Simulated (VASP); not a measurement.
Input of a VASP 6.6.1 run:

INCAR

```
PREC     = Accurate       # precision mode
ENCUT    = 600            # plane-wave cutoff, eV
EDIFF    = 1E-6           # SCF threshold, eV
ISMEAR   = 0              # smearing method
SIGMA    = 0.1            # smearing width, eV
LREAL    = False          # projectors in reciprocal space
LASPH    = True           # aspherical terms in the spheres
NELM     = 100            # most SCF steps
ALGO     = Normal         # electronic algorithm
ISIF     = 3              # what is computed and relaxed
LWAVE    = False          # write WAVECAR
LCHARG   = False          # write CHGCAR
GGA      = PE             # functional
IBRION   = 2              # ionic algorithm
NSW      = 90             # ionic steps
EDIFFG   = -0.04          # ionic threshold
```

File KPOINTS:

```
regular mesh
0
Gamma
  4 4 4
```

The input POSCAR:

```
Hf2TeW2S
1.0
    4.6314531400      0.0000000000      0.0000000000
    0.0000000000      4.6314531400      0.0000000000
    0.0000000000      0.0000000000      6.5370505500
Hf Te W S
2 1 2 1
Direct
    0.5000000000      0.5000000000      0.0000000000
    0.0000000000      0.0000000000      0.5000000000
    0.0000000000      0.0000000000      0.0000000000
    0.5000000000      0.0000000000      0.7581456300
    0.0000000000      0.5000000000      0.2418543700
    0.5000000000      0.5000000000      0.5000000000
```

Potentials or basis: VASP PAW PBE potentials, release 64 (Hf_pv, Te, W_sv, S).

Launch:

```console
$ cat potpaw_PBE.64/Hf_pv/POTCAR potpaw_PBE.64/Te/POTCAR potpaw_PBE.64/W_sv/POTCAR potpaw_PBE.64/S/POTCAR > POTCAR
$ mpirun -np 1 vasp_std > vasp.out
```

Q: Estimate the relaxed volume.

A: 20.86 Å³/atom.

Q: What does it give for the band gap on the k mesh?

A: 0.05 eV, indirect (least direct gap 0.07 eV).

Q: What does it give for the space group after relaxing (to 0.05 Å)?

A: P-4m2 (No. 115).

Forces on the atoms (eV/Å):
```
Hf   0.000  0.000  0.000
Hf   0.000  0.000  0.000
Te   0.000  0.000  0.000
W    0.000  0.000  0.030
W    0.000  0.000 -0.030
S    0.000  0.000  0.000
```

Caveat: spin-orbit coupling is left out, which moves the levels of the heavy elements. A k mesh can miss the band edges.
